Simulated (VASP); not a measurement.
# Te2Mo in VASP: a series of runs

The runs below take Te2Mo through single point, with PBE, LDA, r2SCAN.

Everything below comes from runs of VASP 6.6.1. Logs are shortened: lines on timing, memory, paths and dates and some standing lists are left out, and cuts for length are marked.

### 1 The cell of the first run

The cell holds a slab with vacuum, 3 atoms: a = 3.504 Å, b = 3.504 Å, c = 33.270 Å, α = 90.00°, β = 90.00°, γ = 120.00°.

### 2 Single point, PBE

The input, INCAR:

```
SYSTEM = Te2Mo
PREC     = Accurate       ! precision mode
ENCUT    = 520            ! plane-wave cutoff, eV
EDIFF    = 1E-7           ! SCF threshold, eV
ISMEAR   = 0              ! smearing method
SIGMA    = 0.02           ! smearing width, eV
LREAL    = .False.        ! projectors in reciprocal space
LASPH    = .True.         ! aspherical terms in the spheres
NELM     = 100            ! most SCF steps
ALGO     = Normal         ! electronic algorithm
ISIF     = 2              ! what is computed and relaxed
LWAVE    = .False.        ! write WAVECAR
LCHARG   = .True.         ! write CHGCAR
LDIPOL   = .True.       
IDIPOL   = 3            
DIPOL    = 0.5 0.5 0.500
GGA      = PE             ! functional
LELF     = .True.         ! ELF
LVHAR    = .True.       
LVACPOTAV= .True.       
NBANDS   = 20             ! bands
```

The input, KPOINTS:

```
regular mesh
0
Gamma
  9 9 1
  0 0 0
```

The input, POSCAR:

```
Te2Mo
1.0
    3.5038241256      0.0000000000      0.0000000000
   -1.7519120628      3.0344007031      0.0000000000
    0.0000000000      0.0000000000     33.2702847815
Te Mo
2 1
Direct
    0.3333333333      0.6666666667      0.4453867173
    0.3333333333      0.6666666667      0.5546132827
    0.6666666667      0.3333333333      0.5000000000
```

Potentials or basis: VASP PAW PBE potentials, release 64 (Te, Mo_sv).

Run with:

```sh
$ cat potpaw_PBE.64/Te/POTCAR potpaw_PBE.64/Mo_sv/POTCAR > POTCAR
$ mpirun -np 1 vasp_std > vasp.out
```

OUTCAR:

```text
SYSTEM = Te2Mo
   PREC = Accurate
   ENCUT = 520
   EDIFF = 1E-7
   ISMEAR = 0
   LREAL = .False.
   LASPH = .True.
   NELM = 100
   ISIF = 2
   GGA = PE

 ion  position               nearest neighbor table
   1  0.333  0.667  0.445-   3 2.72   3 2.72   3 2.72   2 3.63
   2  0.333  0.667  0.555-   3 2.72   3 2.72   3 2.72   1 3.63
   3  0.667  0.333  0.500-   1 2.72   2 2.72   1 2.72   2 2.72   1 2.72   2 2.72

  LATTYP: Found a hexagonal cell.
 ALAT       =     3.5038241256
 C/A-ratio  =     9.4954208855

  Lattice vectors:

 A1 = (   3.5038241256,   0.0000000000,   0.0000000000)
 A2 = (  -1.7519120628,   3.0344007031,   0.0000000000)
 A3 = (   0.0000000000,   0.0000000000,  33.2702847815)

Analysis of symmetry for initial positions (statically):
=====================================================================
 Subroutine PRICEL returns:
 Original cell was already a primitive cell.

 Routine SETGRP: Setting up the symmetry group for a
 hexagonal supercell.

 Subroutine GETGRP returns: Found 12 space group operations
 (whereof 12 operations were pure point group operations)
 out of a pool of 24 trial point group operations.

The static configuration has the point symmetry D_3h.

Analysis of symmetry for dynamics (positions and initial velocities):
=====================================================================
 Subroutine PRICEL returns:
 Original cell was already a primitive cell.

 Routine SETGRP: Setting up the symmetry group for a
 hexagonal supercell.

 Subroutine GETGRP returns: Found 12 space group operations
 (whereof 12 operations were pure point group operations)
 out of a pool of 24 trial point group operations.

The dynamic configuration has the point symmetry D_3h.

 Subroutine INISYM returns: Found 12 space group operations
 (whereof 12 operations are pure point group operations),
 and found     1 'primitive' translations

----------------------------------------------------------------------------------------

                                     Primitive cell

  volume of cell :     353.7299

  direct lattice vectors                    reciprocal lattice vectors
     3.503824126  0.000000000  0.000000000     0.285402453  0.164777183  0.000000000
    -1.751912063  3.034400703  0.000000000     0.000000000  0.329554366  0.000000000
     0.000000000  0.000000000 33.270284782     0.000000000  0.000000000  0.030056851

  length of vectors
     3.503824126  3.503824126 33.270284782     0.329554366  0.329554366  0.030056851

  position of ions in fractional coordinates (direct lattice)
     0.333333333  0.666666667  0.445386717
     0.333333333  0.666666667  0.554613283
     0.666666667  0.333333333  0.500000000

  ion indices of the primitive-cell ions
   primitive index   ion index
                 1           1
                 2           2
                 3           3

----------------------------------------------------------------------------------------

 KPOINTS: regular mesh

Automatic generation of k-mesh.
 Grid dimensions read from file:
 generate k-points for:    9    9    1

 Generating k-lattice:

  Cartesian coordinates                     Fractional coordinates (reciprocal lattice)
     0.031711384  0.018308576  0.000000000     0.111111111 -0.000000000  0.000000000
     0.000000000  0.036617152  0.000000000     0.000000000  0.111111111  0.000000000
     0.000000000  0.000000000  0.030056851     0.000000000  0.000000000  1.000000000

  Length of vectors
     0.036617152  0.036617152  0.030056851

  Shift w.r.t. Gamma in fractional coordinates (k-lattice)
     0.000000000  0.000000000  0.000000000

 Subroutine IBZKPT returns following result:
 ===========================================

 Found     12 irreducible k-points:

 Following reciprocal coordinates:
            Coordinates               Weight
  0.000000  0.000000  0.000000      1.000000
  0.111111  0.000000  0.000000      6.000000
  0.222222  0.000000  0.000000      6.000000
  0.333333  0.000000  0.000000      6.000000
  0.444444  0.000000  0.000000      6.000000
  0.111111  0.111111  0.000000      6.000000
  0.222222  0.111111  0.000000     12.000000
  0.333333  0.111111  0.000000     12.000000
  0.444444  0.111111  0.000000      6.000000
  0.222222  0.222222  0.000000      6.000000
  0.333333  0.222222  0.000000     12.000000
  0.333333  0.333333  0.000000      2.000000
   k-points           NKPTS =     12   k-points in BZ     NKDIM =     12   number of bands    NBANDS=     20
   number of dos      NEDOS =    301   number of ions     NIONS =      3
   total plane-waves  NPLWV = 196000
   dimension x,y,z NGX =    28 NGY =   28 NGZ =  250
   dimension x,y,z NGXF=    56 NGYF=   56 NGZF=  500
   ions per type =               2   1
   NGX,Y,Z   is equivalent  to a cutoff of  13.29, 13.29, 12.49 a.u.
   NGXF,Y,Z  is equivalent  to a cutoff of  26.57, 26.57, 24.98 a.u.
 SYSTEM =  Te2Mo
   PREC   = accura    normal or accurate (medium, high low for compatibility)
   ISTART =      0    job   : 0-new  1-cont  2-samecut
   ICHARG =      2    charge: 1-file 2-atom 10-const
   ISPIN  =      1    spin polarized calculation?
   LNONCOLLINEAR =      F non collinear calculations
   LSORBIT =      F    spin-orbit coupling
   LASPH  =      T    aspherical Exc in radial PAW
   ENCUT  =  520.0 eV  38.22 Ry    6.18 a.u.   6.51  6.51 61.86*2*pi/ulx,y,z
   NELM   =    100;   NELMIN=  2; NELMDL= -5     # of ELM steps
   EDIFF  = 0.1E-06   stopping-criterion for ELM
   LREAL  =      F    real-space projection
   EDIFFG = 0.1E-05   stopping-criterion for IOM
   NSW    =      0    number of steps for IOM
   IBRION =     -1    ionic relax: 0-MD 1-quasi-New 2-CG
   NFREE  =      0    steps in history (QN), initial steepest desc. (CG)
   ISIF   =      2    stress and relaxation
   ISYM   =      2    0-nonsym 1-usesym 2-fastsym
   POTIM  = 0.5000    time-step for ionic-motion
   TEBEG  =    0.0;   TEEND  =   0.0 temperature during run
   PSTRESS=    0.0 pullay stress
   NELECT =      26.0000    total number of electrons
   NUPDOWN=      -1.0000    fix difference up-down
   EMIN   =  10.00;   EMAX   =-10.00  energy-range for DOS
   EFERMI =   0.00;   METHOD = LEGACY
   ISMEAR =     0;   SIGMA  =   0.02  broadening in eV -4-tet -1-fermi 0-gaus
   EFERMI_NEDOS =   21; number of points for ismear=-14 and -15
   IALGO  =     38    algorithm
   IMIX   =      4    mixing-type and parameters
     AMIX     =   0.40;   BMIX     =  1.00
     AMIX_MAG =   1.60;   BMIX_MAG =  1.00
  volume/ion in A,a.u.               =     117.91       795.70
  Fermi-wavevector in a.u.,A,eV,Ry     =   0.685765  1.295908  6.398463  0.470274
  Thomas-Fermi vector in A             =   1.765800
   LORBIT       =      0    0 simple, 1 ext, 2 COOP (PROOUT), +10 PAW based schemes
   GGA     = PE    functional components
   LHFCALC =     F    Hartree Fock is set to
   AEXX    =    0.0000 exact exchange contribution
   IVDW    =     0    specifies the selected vdW correction
   LEPSILON=     F    determine dielectric tensor
   LRPA    =     F    only Hartree local field effects (RPA)
 non-spin polarized calculation
 Gauss-broadening in eV      SIGMA  =   0.02
  energy-cutoff  :      520.00
  volume of cell :      353.73
 maximum number of plane-waves:      9651
 NGX is ok and might be reduce to    28
   NGX = 13   NGY = 13   NGZ =123

 dipolmoment           0.000000      0.000000      0.000000 electrons x Angstroem

 number of electron      26.0000002 magnetization

 dipolmoment           0.000000      0.000000     -0.000000 electrons x Angstroem

 Free energy of the ion-electron system (eV)
  ---------------------------------------------------
  ext. energy  EPLUGINS =         0.00000000
  ---------------------------------------------------
  free energy    TOTEN  =       -18.00838459 eV

  energy without entropy =      -18.00838459  energy(sigma->0) =      -18.00838459

 E-fermi :  -2.0139     XC(G=0):  -2.5530

 val. band max:       -2.1172792565   @ k =   0.3333   0.3333   0.0000
 cond. band min:      -0.9283604079   @ k =   0.3333   0.3333   0.0000
 fundamental gap:      1.1889188486
 Fermi energy:        -2.0138673012

 k-point     1 :       0.0000    0.0000    0.0000
  band No.  band energies     occupation
      1     -62.7714      2.00000
      2     -36.9477      2.00000
      3     -36.8041      2.00000
      4     -36.8041      2.00000
      5     -14.8208      2.00000
      6     -13.8910      2.00000
[... 12 lines left out ...]
     19       2.2968      0.00000
     20       2.7696      0.00000

 k-point     2 :       0.1111    0.0000    0.0000
  band No.  band energies     occupation
      1     -62.7702      2.00000
      2     -36.9443      2.00000
      3     -36.8201      2.00000
      4     -36.8079      2.00000
      5     -14.6455      2.00000
      6     -13.7676      2.00000
[... 12 lines left out ...]
     19       2.5080      0.00000
     20       2.9739      0.00000

 k-point     3 :       0.2222    0.0000    0.0000
  band No.  band energies     occupation
      1     -62.7671      2.00000
      2     -36.9354      2.00000
      3     -36.8602      2.00000
      4     -36.8172      2.00000
      5     -14.1491      2.00000
      6     -13.4199      2.00000
[... 12 lines left out ...]
     19       3.1072      0.00000
     20       3.5729      0.00000

 k-point     4 :       0.3333    0.0000    0.0000
  band No.  band energies     occupation
      1     -62.7636      2.00000
      2     -36.9254      2.00000
      3     -36.9054      2.00000
      4     -36.8279      2.00000
      5     -13.4449      2.00000
      6     -12.9367      2.00000
[... 153 lines left out ...]
 k-point    11 :       0.3333    0.2222    0.0000
  band No.  band energies     occupation
      1     -62.7604      2.00000
      2     -36.9188      2.00000
      3     -36.9159      2.00000
      4     -36.8669      2.00000
      5     -12.5886      2.00000
      6     -12.3547      2.00000
[... 12 lines left out ...]
     19       4.2283      0.00000
     20       4.8643      0.00000

 k-point    12 :       0.3333    0.3333    0.0000
  band No.  band energies     occupation
      1     -62.7598      2.00000
      2     -36.9142      2.00000
      3     -36.9061      2.00000
      4     -36.8893      2.00000
      5     -12.4091      2.00000
      6     -12.2286      2.00000
[... 12 lines left out ...]
     19       3.0188      0.00000
     20       5.1774      0.00000

------------------------ aborting loop because EDIFF is reached ----------------------------------------

 vacuum level on the upper side and lower side of the slab       (xc-potential included)        -0.104        -0.104

  FORCE on cell =-STRESS in cart. coord.  units (eV):
  Direction    XX          YY          ZZ          XY          YZ          ZX
  --------------------------------------------------------------------------------------
  -------------------------------------------------------------------------------------
  Total        1.2124969      1.2124969      0.5435189     -0.0000000      0.0000000      0.0000000
  in kB        5.4918603      5.4918603      2.4618042     -0.0000000      0.0000000      0.0000000
  external PRESSURE =       4.4818416 kB  Pullay stress =       0.0000000 kB

 VOLUME and BASIS-vectors are now :
 -----------------------------------------------------------------------------
  energy-cutoff  :      520.00
  volume of cell :      353.73
      direct lattice vectors                 reciprocal lattice vectors
     3.503824126  0.000000000  0.000000000     0.285402453  0.164777183  0.000000000
    -1.751912063  3.034400703  0.000000000     0.000000000  0.329554366  0.000000000
     0.000000000  0.000000000 33.270284782     0.000000000  0.000000000  0.030056851

 POSITION                                       TOTAL-FORCE (eV/Angst)
 -----------------------------------------------------------------------------------
     -0.00000      2.02293     14.81814         0.000000      0.000000     -0.152285
     -0.00000      2.02293     18.45214         0.000000     -0.000000      0.152285
      1.75191      1.01147     16.63514        -0.000000      0.000000     -0.000000
 -----------------------------------------------------------------------------------
    total drift:                               -0.000000      0.000000     -0.000000

  FREE ENERGIE OF THE ION-ELECTRON SYSTEM (eV)
  ---------------------------------------------------
  free  energy   TOTEN  =       -18.0083845883 eV

  energy  without entropy=      -18.0083845883  energy(sigma->0) =      -18.00838459

 vacuum level on the upper side and lower side of the slab         2.720         2.720
```

Wall time 1.8 min (1 thread of Intel Xeon 6975P-C (Granite Rapids), shared host); peak memory 0.48 GiB.

Results:

| Quantity | Value |
| --- | --- |
| Free energy | -18.0084 eV |
| Largest force | 0.152 eV/Å |
| Band gap on the k mesh | 1.19 eV, direct |
| Ionisation potential of the upper face | 4.84 eV |

Forces in eV/Å, atoms in the order of the input:
```
Te   0.000  0.000 -0.152
Te   0.000  0.000  0.152
Mo   0.000  0.000  0.000
```

Caveat: spin-orbit coupling is left out, which moves the levels of the heavy elements.

### 3 Single point, LDA

The input, INCAR:

```
PREC = Accurate
ENCUT = 520
EDIFF = 1E-7
ISMEAR = 0
SIGMA = 0.02
LREAL = F
LASPH = T
NELM = 80
ALGO = Normal
ISIF = 2
LWAVE = F
LCHARG = F
LDIPOL = T
IDIPOL = 3
DIPOL = 0.5 0.5 0.500
NBANDS = 20
```

The input, KPOINTS:

```
regular mesh
0
Gamma
  9 9 1
```

POSCAR is that of step 2.

Potentials or basis: VASP PAW LDA potentials, release 64 (Te, Mo_sv).

Run with:

```sh
$ cat potpaw_LDA.64/Te/POTCAR potpaw_LDA.64/Mo_sv/POTCAR > POTCAR
$ mpirun -np 1 vasp_std > vasp.out
```

OUTCAR:

```text
PREC = Accurate
   ENCUT = 520
   EDIFF = 1E-7
   ISMEAR = 0
   LREAL = F
   LASPH = T
   NELM = 80
   ISIF = 2

 ion  position               nearest neighbor table
   1  0.333  0.667  0.445-   3 2.72   3 2.72   3 2.72   2 3.63
   2  0.333  0.667  0.555-   3 2.72   3 2.72   3 2.72   1 3.63
   3  0.667  0.333  0.500-   1 2.72   2 2.72   1 2.72   2 2.72   1 2.72   2 2.72

  LATTYP: Found a hexagonal cell.
 ALAT       =     3.5038241256
 C/A-ratio  =     9.4954208855

  Lattice vectors:

[... 458 lines left out ...]

  FORCE on cell =-STRESS in cart. coord.  units (eV):
  Direction    XX          YY          ZZ          XY          YZ          ZX
  --------------------------------------------------------------------------------------
  -------------------------------------------------------------------------------------
  Total       -1.3631138     -1.3631138     -1.6563322     -0.0000000     -0.0000000     -0.0000000
  in kB       -6.1740616     -6.1740616     -7.5021593     -0.0000000     -0.0000000     -0.0000000
  external PRESSURE =      -6.6167608 kB  Pullay stress =       0.0000000 kB

 VOLUME and BASIS-vectors are now :
 -----------------------------------------------------------------------------
  energy-cutoff  :      520.00
  volume of cell :      353.73
      direct lattice vectors                 reciprocal lattice vectors
     3.503824126  0.000000000  0.000000000     0.285402453  0.164777183  0.000000000
    -1.751912063  3.034400703  0.000000000     0.000000000  0.329554366  0.000000000
     0.000000000  0.000000000 33.270284782     0.000000000  0.000000000  0.030056851

 POSITION                                       TOTAL-FORCE (eV/Angst)
 -----------------------------------------------------------------------------------
     -0.00000      2.02293     14.81814         0.000000     -0.000000      0.452565
     -0.00000      2.02293     18.45214        -0.000000      0.000000     -0.452565
      1.75191      1.01147     16.63514         0.000000     -0.000000      0.000000
 -----------------------------------------------------------------------------------
    total drift:                               -0.000000      0.000000      0.000000

  FREE ENERGIE OF THE ION-ELECTRON SYSTEM (eV)
  ---------------------------------------------------
  free  energy   TOTEN  =       -20.4492005986 eV

  energy  without entropy=      -20.4492005986  energy(sigma->0) =      -20.44920060

 vacuum level on the upper side and lower side of the slab         2.697         2.697
```

OSZICAR:

```text
N       E                     dE             d eps       ncg     rms          rms(c)
DAV:   1     0.131674614418E+03    0.13167E+03   -0.11814E+04   672   0.929E+02
DAV:   2    -0.106353104783E+02   -0.14231E+03   -0.13918E+03   684   0.186E+02
DAV:   3    -0.210014537540E+02   -0.10366E+02   -0.10283E+02   668   0.451E+01
[... 16 lines left out ...]
DAV:  20    -0.204491964034E+02   -0.55648E-05   -0.74901E-08   496   0.102E-03    0.759E-04
DAV:  21    -0.204491993264E+02   -0.29230E-05   -0.36228E-08   424   0.568E-04    0.698E-04
DAV:  22    -0.204492001026E+02   -0.77621E-06   -0.61367E-09   424   0.334E-04    0.328E-04
DAV:  23    -0.204492005532E+02   -0.45063E-06   -0.61636E-09   372   0.297E-04    0.113E-04
DAV:  24    -0.204492005986E+02   -0.45423E-07    0.82382E-10   348   0.679E-05
   1 F= -.20449201E+02 E0= -.20449201E+02  d E =-.153249E-13
```

stdout:

```text
POSCAR found type information on POSCAR TeMo
 POSCAR found :  2 types and       3 ions
 scaLAPACK will be used
 LDA part: xc-table for (Slater(with rela. corr.)+CA(PZ))
 , standard interpolation
 POSCAR, INCAR and KPOINTS ok, starting setup
 FFT: planning ... GRIDC
 FFT: planning ... GRID_SOFT
 FFT: planning ... GRID
 WAVECAR not read
 entering main loop
```

Run time: 87 s. Hardware: 1 thread of Intel Xeon 6975P-C (Granite Rapids), shared host; peak memory 0.37 GiB.

Results:

```yaml
Free_energy: -20.4492 eV
Largest_force: 0.453 eV/Å
Band_gap_on_the_k_mesh: 1.18 eV, direct
```

Forces on the atoms (eV/Å):
```
Te   0.000  0.000  0.453
Te   0.000  0.000 -0.453
Mo   0.000  0.000  0.000
```

Caveat: spin-orbit coupling is left out, which moves the levels of the heavy elements.

### 4 Single point, PBE

This run uses another cell than the first one, of 121.33 Å³/atom, 1.029 times its volume.

The input, INCAR:

```
SYSTEM = Te2Mo
ALGO = Normal
DIPOL = 0.5 0.5 0.500
EDIFF = 1E-6
ENCUT = 520
GGA = PE
IDIPOL = 3
ISIF = 2
ISMEAR = 0
LASPH = .TRUE.
LCHARG = .FALSE.
LDIPOL = .TRUE.
LREAL = .FALSE.
LWAVE = .FALSE.
NBANDS = 20
NELM = 100
PREC = Accurate
SIGMA = 0.02
```

The input, KPOINTS:

```
k-points
0
G
  9 9 1
  0 0 0
```

The input, POSCAR:

```
Te2Mo
1.0
    3.5542908837      0.0000000000      0.0000000000
   -1.7771454418      3.0781061977      0.0000000000
    0.0000000000      0.0000000000     33.2702847815
Te Mo
2 1
Direct
    0.3333333333      0.6666666667      0.4456444400
    0.3333333333      0.6666666667      0.5543555600
    0.6666666667      0.3333333333      0.5000000000
```

Potentials or basis: VASP PAW PBE potentials, release 64 (Te, Mo_sv).

Run with:

```sh
$ cat potpaw_PBE.64/Te/POTCAR potpaw_PBE.64/Mo_sv/POTCAR > POTCAR
$ mpirun -np 1 vasp_std > vasp.out
```

Wall time 94 s (1 thread of Intel Xeon 6975P-C (Granite Rapids), shared host); peak memory 0.47 GiB.

Results (log left out):

```
Free energy            : -18.0245 eV
Largest force          : 0.010 eV/Å
Band gap on the k mesh : 1.08 eV, direct
```

Forces in eV/Å, atoms in the order of the input:
```
Te   0.000  0.000 -0.010
Te   0.000  0.000  0.010
Mo   0.000  0.000  0.000
```

Levels at points of the mesh, in eV from the valence-band top:
```
           k point  band 11  band 12  band 13  band 14  band 15  band 16
(0.00, 0.00, 0.00)    -0.87    -0.87    -0.45     3.05     3.05     3.32
```

Caveat: spin-orbit coupling is left out, which moves the levels of the heavy elements.

(Continued in part 2 of 3.)
